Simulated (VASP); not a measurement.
A run of VASP 6.6.1 is set up as follows.

Contents of INCAR:

```
SYSTEM = LaP
PREC = Accurate ; ENCUT = 520
EDIFF = 1E-8 ; ISMEAR = -1
SIGMA = 0.03 ; LREAL = .False.
LASPH = .True. ; NELM = 100
ALGO = Normal ; ISIF = 2
LWAVE = .False. ; LCHARG = .False.
LEFG = .True. ; NBANDS = 15
```

File KPOINTS:

```
Automatic mesh
0
Gamma
  10 10 10
  0 0 0
```

The input POSCAR:

```
LaP
1.0
    0.0000000000      3.0715836276      3.0715836276
    3.0715836276      0.0000000000      3.0715836276
    3.0715836276      3.0715836276      0.0000000000
La P
1 1
Direct
    0.0000000000      0.0000000000      0.0000000000
    0.5000000000      0.5000000000      0.5000000000
```

Potentials or basis: VASP PAW LDA potentials, release 64 (La, P).

Run with:

```sh
$ cat potpaw_LDA.64/La/POTCAR potpaw_LDA.64/P/POTCAR > POTCAR
$ mpirun -np 1 vasp_std > vasp.out
```

(1) What does it give for the pressure?

(2) Predict the band gap on the k mesh.

Results:

(1) -6.8 GPa.

(2) zero (band 8 reaches 5.86 eV, above the bottom of band 9 at 5.74 eV).

Caveat: without QUAD_EFG the Cq values of the log hold for a quadrupole moment of 1 mb, not for the nuclei; spin-orbit coupling is left out, which moves the levels of the heavy elements.
